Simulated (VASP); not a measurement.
W:

```
W
1.0
    -1.58000    1.58000    1.58000
     1.58000   -1.58000    1.58000
     1.58000    1.58000   -1.58000
W
1
Direct
  0.00000 0.00000 0.00000
```

```yaml
Program: VASP 6.6.1
Task: relaxation of cell and atoms
Functional: LDA
Potentials_or_basis: VASP PAW LDA potentials, release 64 (W_sv)
Cutoff: 600 eV
k_mesh: 24 × 24 × 24
Occupations: methfessel-paxton, width 0.1 eV
Spin: no spin polarisation
```

At the start: pressure -5.8 GPa; volume 15.78 Å³/atom.

Question: Where does the relaxation end?

Answer: Over 4 steps the energy falls by 5.1 meV/atom and the volume is 15.50 Å³/atom (-1.8 %); space group Im-3m (No. 229, to 0.1 Å) before and after.

The path:
| step | energy change (eV) | largest force (eV/Å) | pressure (GPa) | volume (Å³) |
| --- | --- | --- | --- | --- |
| 1 | 0.0000 | 0.0000 | -5.78 | 15.78 |
| 2 | 0.0684 | 0.0000 | 25.32 | 14.51 |
| 3 | -0.0051 | 0.0000 | -0.19 | 15.51 |
| 4 | -0.0051 | 0.0000 | -0.03 | 15.50 |

Final structure:
```
W
1.0
    -1.57062    1.57062    1.57062
     1.57062   -1.57062    1.57062
     1.57062    1.57062   -1.57062
W
1
Cartesian
  1.5706 -1.5706 1.5706
```
